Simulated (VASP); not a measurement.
GaAs, 4 atoms in the cell. Symmetry: P6_3/mmc, No. 194, hexagonal system. Conventional cell: a = 3.732 Å, b = 3.732 Å, c = 6.333 Å, α = 90.00°, β = 90.00°, γ = 120.00°. Ga (site symmetry -3m) has 6 As at 2.67 Å and 2 Ga at 3.17 Å within 3.5 Å. Within 3.5 Å of As (site symmetry -6m2) lie 6 Ga at 2.67 Å. 

```yaml
Program: VASP 6.6.1
Task: single point
Functional: r2SCAN
Potentials_or_basis: VASP PAW PBE potentials, release 64 (Ga_d, As)
Cutoff: 520 eV
k_mesh: 6 × 6 × 4
Occupations: fermi-dirac, width 0.02 eV
Spin: no spin polarisation
Dipole_correction: no
Further_INCAR_settings: ALGO = Normal; EDIFF = 1e-06; NBANDS = 26
```

Potentials or basis: VASP PAW PBE potentials, release 64 (Ga_d, As).

Command:

```sh
$ cat potpaw_PBE.64/Ga_d/POTCAR potpaw_PBE.64/As/POTCAR > POTCAR
$ cp INCAR.step1 INCAR
$ mpirun -np 1 vasp_std > vasp.out
$ cp INCAR.step2 INCAR
$ mpirun -np 1 vasp_std > vasp.out
```

Hardware: 1 thread of AMD EPYC 7R13 Processor (Zen 3) (shared host).

Task: How long does it take, and how much memory?

Result: Run time: 94 s on 1 thread of AMD EPYC 7R13 Processor (Zen 3) (shared host), peak memory 0.18 GiB. Counts: k points 21.
